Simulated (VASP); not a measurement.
# Al3Cu2 in VASP: a series of runs, part 2 of 2

VASP 6.6.1.

## 3. Single point, PBEsol

File INCAR:

```
SYSTEM = Al3Cu2
ALGO = Normal ; EDIFF = 1E-7
ENCUT = 520 ; GGA = PS
ISIF = 2 ; ISMEAR = 0
LASPH = .True. ; LCHARG = .False.
LREAL = .False. ; LWAVE = .False.
NBANDS = 24 ; NELM = 60
PREC = Accurate ; SIGMA = 0.05
```

File KPOINTS:

```
k-points
0
Gamma
  9 9 8
  0 0 0
```

File POSCAR:

```
Al3Cu2
1.0
    4.0919516368      0.0000000000      0.0000000000
   -2.0459758184      3.5437340685      0.0000000000
    0.0000000000      0.0000000000      4.9927787000
Al Cu
3 2
Direct
    0.0000000000      0.0000000000      0.0000000000
    0.3333333300      0.6666666700      0.3499253500
    0.6666666700      0.3333333300      0.6500746500
    0.3333333300      0.6666666700      0.8395121300
    0.6666666700      0.3333333300      0.1604878700
```

Potentials or basis: VASP PAW PBE potentials, release 64 (Al, Cu).

The run is started by

```console
cat potpaw_PBE.64/Al/POTCAR potpaw_PBE.64/Cu/POTCAR > POTCAR
mpirun -np 1 vasp_std > vasp.out
```

It took 2.2 min on 1 thread of Intel Xeon Platinum 8375C at 2.90GHz (Ice Lake), shared host; peak memory 0.25 GiB.

Results (log left out):

* Free energy: -21.7164 eV
* Pressure: 0.4 GPa
* Largest force: 0.051 eV/Å
* Band gap on the k mesh: zero (an odd number of electrons rules out a gap without spin polarisation)

Forces in eV/Å, atoms in the order of the input:
```
Al   0.000  0.000  0.000
Al   0.000  0.000  0.003
Al   0.000  0.000 -0.003
Cu   0.000  0.000  0.051
Cu   0.000  0.000 -0.051
```

Levels at points of the mesh, in eV from the Fermi level:
| k point | band 13 | band 14 | band 15 | band 16 | band 17 | band 18 |
| --- | --- | --- | --- | --- | --- | --- |
| (0.00, 0.00, 0.00) | -3.62 | -0.16 | -0.16 | 1.37 | 1.37 | 2.56 |
| (0.00, 0.00, 0.50) | 1.22 | 1.22 | 1.35 | 1.35 | 1.80 | 2.45 |

Caveat: the PAW data sets were made with another functional, which shifts forces and pressure a little.

## 4. Single point, PBEsol

This run uses another cell than the first one, of 16.22 Å³/atom.

File INCAR:

```
SYSTEM = Al3Cu2
ALGO = Normal ; EDIFF = 1E-6
ENCUT = 520 ; GGA = PS
ISIF = 2 ; ISMEAR = 0
LASPH = .TRUE. ; LCHARG = .TRUE.
LELF = .TRUE. ; LREAL = .FALSE.
LVHAR = .TRUE. ; LWAVE = .FALSE.
NBANDS = 24 ; NELM = 80
PREC = Accurate ; SIGMA = 0.05
```

File KPOINTS:

```
k-points
0
G
  9 9 8
  0 0 0
```

Changes to POSCAR since step 3:

```diff
@@ -2,5 +2,5 @@
 1.0
-    4.0919516368      0.0000000000      0.0000000000
-   -2.0459758184      3.5437340685      0.0000000000
-    0.0000000000      0.0000000000      4.9927787000
+    4.2494869478      0.0000000000      0.0000000000
+   -2.1247434739      3.6801636498      0.0000000000
+    0.0000000000      0.0000000000      5.1849947903
 Al Cu
```

The run is started by

```console
cat potpaw_PBE.64/Al/POTCAR potpaw_PBE.64/Cu/POTCAR > POTCAR
mpirun -np 1 vasp_std > vasp.out
```

It took 1.8 min on 1 thread of Intel Xeon Platinum 8375C at 2.90GHz (Ice Lake), shared host; peak memory 0.27 GiB.

Results (log left out):

| Property | Result |
| --- | --- |
| Free energy | -21.4475 eV |
| Pressure | -9.4 GPa |
| Largest force | 0.056 eV/Å |
| Band gap on the k mesh | zero (an odd number of electrons rules out a gap without spin polarisation) |

Forces in eV/Å, atoms in the order of the input:
```
Al   0.000  0.000  0.000
Al   0.000  0.000 -0.056
Al   0.000  0.000  0.056
Cu   0.000  0.000  0.023
Cu   0.000  0.000 -0.023
```

Stress tensor (GPa, compression positive):
```
-9.44  0.00  0.00
 0.00 -9.44  0.00
 0.00  0.00 -9.23
```

Levels at points of the mesh, in eV from the Fermi level:
| k point | band 11 | band 12 | band 13 | band 14 | band 15 | band 16 | band 17 | band 18 | band 19 | band 20 |
| --- | --- | --- | --- | --- | --- | --- | --- | --- | --- | --- |
| (0.00, 0.00, 0.00) | -3.65 | -3.27 | -3.23 | 0.02 | 0.02 | 1.38 | 1.38 | 2.06 | 2.54 | 4.97 |
| (0.00, 0.00, 0.50) | -3.68 | -3.68 | 1.26 | 1.26 | 1.51 | 1.51 | 1.92 | 2.27 | 2.27 | 2.28 |

Caveat: the cell stands under tension; the PAW data sets were made with another functional, which shifts forces and pressure a little.

## 5. Single point, PBEsol

File INCAR:

```
SYSTEM = Al3Cu2
PREC = Accurate
ENCUT = 520
EDIFF = 1E-6
ISMEAR = 0
SIGMA = 0.05
LREAL = .False.
LASPH = .True.
NELM = 100
ALGO = Normal
ISIF = 2
LWAVE = .False.
LCHARG = .True.
GGA = PS
LELF = .True.
LVHAR = .True.
NBANDS = 24
```

File KPOINTS:

```
Automatic mesh
0
Gamma
  9 9 8
  0 0 0
```

File POSCAR:

```
Al3Cu2
1.0
    4.0919516368      0.0000000000      0.0000000000
   -2.0459758184      3.5437340685      0.0000000000
    0.0000000000      0.0000000000      4.9927787000
Al Cu
3 2
Direct
    0.0000000000      0.0000000000      0.0000000000
    0.3333333300      0.6666666700      0.3499253500
    0.6666666700      0.3333333300      0.6500746500
    0.3333333300      0.6666666700      0.8395121300
    0.6623127243      0.3206656863      0.1563871488
```

Potentials or basis: VASP PAW PBE potentials, release 64 (Al, Cu).

The run is started by

```console
cat potpaw_PBE.64/Al/POTCAR potpaw_PBE.64/Cu/POTCAR > POTCAR
mpirun -np 1 vasp_std > vasp.out
```

OUTCAR:

```text
SYSTEM = Al3Cu2
   PREC = Accurate
   ENCUT = 520
   EDIFF = 1E-6
   ISMEAR = 0
   LREAL = .False.
   LASPH = .True.
   NELM = 100
   ISIF = 2
   GGA = PS

 ion  position               nearest neighbor table
   1  0.000  0.000  0.000-   5 2.46   5 2.47   4 2.49   4 2.49   4 2.49   5 2.53   2 2.94   3 2.94
                             2 2.94   3 2.94   2 2.94   3 2.94
   2  0.333  0.667  0.350-   4 2.44   5 2.51   4 2.55   5 2.57   5 2.58   3 2.80   3 2.80   3 2.80
                             1 2.94   1 2.94   1 2.94
   3  0.667  0.333  0.650-   5 2.47   5 2.53   4 2.54   4 2.54   4 2.54   2 2.80   2 2.80   2 2.80
                             1 2.94   1 2.94   1 2.94
   4  0.333  0.667  0.840-   2 2.44   1 2.49   1 2.49   1 2.49   3 2.54   3 2.54   3 2.54   2 2.55

   5  0.662  0.321  0.156-   1 2.46   3 2.47   1 2.47   2 2.51   3 2.53   1 2.53   2 2.57   2 2.58

  LATTYP: Found a hexagonal cell.
 ALAT       =     4.0919516368
 C/A-ratio  =     1.2201460680

  Lattice vectors:

 A1 = (   4.0919516368,   0.0000000000,   0.0000000000)
 A2 = (  -2.0459758184,   3.5437340685,   0.0000000000)
 A3 = (   0.0000000000,   0.0000000000,   4.9927787000)

Analysis of symmetry for initial positions (statically):
[... 184 lines left out ...]
 Fermi energy:         8.3086843125

 k-point     1 :       0.0000    0.0000    0.0000
  band No.  band energies     occupation
      1      -2.9625      2.00000
      2       1.8597      2.00000
      3       2.3994      2.00000
      4       2.9333      2.00000
      5       2.9441      2.00000
      6       3.2895      2.00000
[... 637 lines left out ...]
     23      14.7043      0.00000
     24      17.3418      0.00000

 [... further k-points ...]

------------------------ aborting loop because EDIFF is reached ----------------------------------------

  FORCE on cell =-STRESS in cart. coord.  units (eV):
  Direction    XX          YY          ZZ          XY          YZ          ZX
  --------------------------------------------------------------------------------------
  -------------------------------------------------------------------------------------
  Total        0.3282147      0.2529255      0.1774319     -0.0150561     -0.0568258      0.0034845
  in kB        7.2633118      5.5971791      3.9265238     -0.3331884     -1.2575420      0.0771121
  external PRESSURE =       5.5956716 kB  Pullay stress =       0.0000000 kB

 VOLUME and BASIS-vectors are now :
 -----------------------------------------------------------------------------
  energy-cutoff  :      520.00
  volume of cell :       72.40
      direct lattice vectors                 reciprocal lattice vectors
     4.091951637  0.000000000  0.000000000     0.244382165  0.141094109  0.000000000
    -2.045975818  3.543734069  0.000000000     0.000000000  0.282188217  0.000000000
     0.000000000  0.000000000  4.992778700     0.000000000  0.000000000  0.200289270

 POSITION                                       TOTAL-FORCE (eV/Angst)
 -----------------------------------------------------------------------------------
      0.00000      0.00000      0.00000         0.033708     -0.155899     -0.014646
     -0.00000      2.36249      1.74710         0.018746     -0.125248     -0.011460
      2.04598      1.18124      3.24568        -0.003536      0.019289     -0.112682
     -0.00000      2.36249      4.19150        -0.000924     -0.000043      0.038506
      2.05408      1.13635      0.78081        -0.047995      0.261900      0.100282
 -----------------------------------------------------------------------------------
    total drift:                                0.000030     -0.000093     -0.000280

  FREE ENERGIE OF THE ION-ELECTRON SYSTEM (eV)
  ---------------------------------------------------
  free  energy   TOTEN  =       -21.7098723346 eV

  energy  without entropy=      -21.7082474254  energy(sigma->0) =      -21.70905988
```

It took 8.7 min on 1 thread of Intel Xeon Platinum 8375C at 2.90GHz (Ice Lake), shared host; peak memory 0.55 GiB.

What came out:

```yaml
Free_energy: -21.7099 eV
Pressure: 0.6 GPa
Largest_force: 0.285 eV/Å
Band_gap_on_the_k_mesh: zero (an odd number of electrons rules out a gap without spin polarisation)
```

Forces on the atoms (eV/Å):
```
Al   0.034 -0.156 -0.015
Al   0.019 -0.125 -0.011
Al  -0.004  0.019 -0.113
Cu  -0.001  0.000  0.039
Cu  -0.048  0.262  0.100
```

Stress tensor (GPa, compression positive):
```
 0.73 -0.03  0.01
-0.03  0.56 -0.13
 0.01 -0.13  0.39
```

Caveat: the PAW data sets were made with another functional, which shifts forces and pressure a little.

## 6. Summary

```tsv
cell	gap on the mesh (eV)	pressure (GPa)	largest force (eV/Å)
a = 4.092, b = 4.092, c = 4.993 Å, angles 90.0, 90.0, 120.0°, 5 atoms, atomic positions A	none	0.4	0.05
a = 4.249, b = 4.249, c = 5.185 Å, angles 90.0, 90.0, 120.0°, 5 atoms, atomic positions A	none	-9.4	0.06
a = 4.092, b = 4.092, c = 4.993 Å, angles 90.0, 90.0, 120.0°, 5 atoms, atomic positions B	none	0.6	0.28
```

Alike in all rows: task single point; level PBEsol; potentials or basis VASP PAW PBE potentials, release 64 (Al, Cu); no spin polarisation; k mesh 9 × 9 × 8; cutoff (eV) 520; smearing gaussian 0.05 eV.

Caveats: the PAW data sets were made with another functional, which shifts forces and pressure a little; the cell stands under tension (at least some runs).

Total energies depend on the potentials used, so only differences within one code and one set of settings carry meaning.
